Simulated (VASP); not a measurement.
Write the native input for VASP 6.6.1 that does the following.

| Property | Result |
| --- | --- |
| Task | single point |
| Functional | LDA |
| Potentials or basis | VASP PAW LDA potentials, release 64 (Co, Mo_sv) |
| Cutoff | 520 eV |
| k mesh | 14 × 14 × 8 |
| Occupations | fermi-dirac, width 0.05 eV |
| Spin | collinear spin, ferromagnetic start |
| Starting moments | [2.0, 0.0] μB |
| Dipole correction | no |
| Further INCAR settings | ALGO = Normal; EDIFF = 1e-07; NBANDS = 22 |

The structure of CoMo lies in POSCAR:

```
CoMo
1.0
    2.7391149048      0.0000000000      0.0000000000
   -1.3695574524      2.3721430914      0.0000000000
    0.0000000000      0.0000000000      4.2522140935
Co Mo
1 1
Direct
    0.6666666667      0.3333333333      0.5000000000
    0.3333333333      0.6666666667      0.0000000000
```

The input as run:

INCAR

```
SYSTEM = CoMo
PREC = Accurate
ENCUT = 520
EDIFF = 1E-7
ISMEAR = -1
SIGMA = 0.05
LREAL = .FALSE.
LASPH = .TRUE.
NELM = 150
ALGO = Normal
ISIF = 2
LWAVE = .FALSE.
LCHARG = .TRUE.
ISPIN = 2
MAGMOM = 2 0
LORBIT = 11
LMAXMIX = 4
GGA = CA
LELF = .TRUE.
LVHAR = .TRUE.
NBANDS = 22
```

KPOINTS

```
Automatic mesh
0
G
  14 14 8
  0 0 0
```

Potentials or basis: VASP PAW LDA potentials, release 64 (Co, Mo_sv).

Run with:

```console
$ cat potpaw_LDA.64/Co/POTCAR potpaw_LDA.64/Mo_sv/POTCAR > POTCAR
$ mpirun -np 1 vasp_std > vasp.out
```

Results of the run:

- Pressure: -22.2 GPa
- Net moment: 0.41 μB per cell
- Site moments: Co +0.47; Mo -0.04 μB
- Valence electrons inside the program's atomic spheres: Co 8.20; Mo 12.51

Caveat: the cell stands under tension.

It took 2.6 min on 1 thread of Intel(R) Xeon(R) Platinum 8259CL CPU @ 2.50GHz (Skylake/Cascade Lake), on a shared host, peak memory 0.22 GiB.
